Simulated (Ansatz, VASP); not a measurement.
# Two plane-wave programs on ZnSn4N

```
Zn Sn N
1.0
     0.00000    4.06491    4.06491
     4.06491    0.00000    4.06491
     4.06491    4.06491    0.00000
Zn Sn N
1 4 1
Direct
  0.75000 0.75000 0.75000
  0.87509 0.37497 0.37497
  0.37497 0.37497 0.37497
  0.37497 0.87509 0.37497
  0.37497 0.37497 0.87509
  0.00000 0.00000 0.00000
```

Change from the starting cell: species swapped into the CeYNi4 type (F-43m, No. 216).

Alike in both runs: task single point; functional PBE; k mesh 4 × 4 × 4; occupations gaussian, width 0.1 eV; no spin polarisation.

|  | VASP | Ansatz |
| --- | --- | --- |
| version | VASP 6.6.1 | Ansatz 0.2.0 |
| potentials or method | VASP PAW PBE potentials, release 64 (Zn, Sn_d, N), cutoff 520 eV | scalar-relativistic, plane waves, PAW |
| valence electrons in the cell | 73 | 73 |

|  | VASP | Ansatz | Ansatz less VASP |
| --- | --- | --- | --- |
| gap on the k mesh at the Fermi level (eV) | none | none | - |
| pressure (GPa) | 8.7 | 8.7 | +0.08 |
| rms of the force components (eV/Å) | 0.033 | 0.033 | -0.0007 |

Atom by atom the forces differ by 0.001 eV/Å (rms over components). A gap of «none» marks a metal or a gap that the smearing closes.
